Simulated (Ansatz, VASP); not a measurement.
# InP in VASP and in Ansatz

```
CELL_PARAMETERS angstrom
8.33479 0.00000 0.00000
0.00000 5.89359 0.00000
0.00000 0.00000 22.16740
ATOMIC_POSITIONS crystal
In 0.25000 0.50000 0.36089
In 0.75000 0.50000 0.36089
In 0.49584 0.04855 0.46442
In 0.00416 0.04855 0.46442
In 0.75000 0.48681 0.52795
In 0.25000 0.52750 0.54211
P 0.50000 0.25000 0.36089
P 0.00000 0.25000 0.36089
P 0.75000 0.79959 0.44701
P 0.25000 0.79163 0.44651
P 0.99998 0.27691 0.56047
P 0.50002 0.27691 0.56047
```

Alike in both runs: task single point; functional PBE; dispersion D3(BJ); k mesh 2 × 3 × 1; occupations gaussian, width 0.05 eV; no spin polarisation.

```csv
,VASP,Ansatz
version,VASP 6.6.1,Ansatz 0.2.0
potentials or method,"VASP PAW PBE potentials, release 64 (In_d, P), cutoff 520 eV","scalar-relativistic, plane waves, PAW"
valence electrons in the cell,108,108
```

```csv
,VASP,Ansatz,Ansatz less VASP
gap on the k mesh at the Fermi level (eV),0.48,0.49,+0.009
least direct gap on the mesh (eV),0.48,0.49,+0.009
rms of the force components (eV/Å),0.476,0.473,-0.0025
```
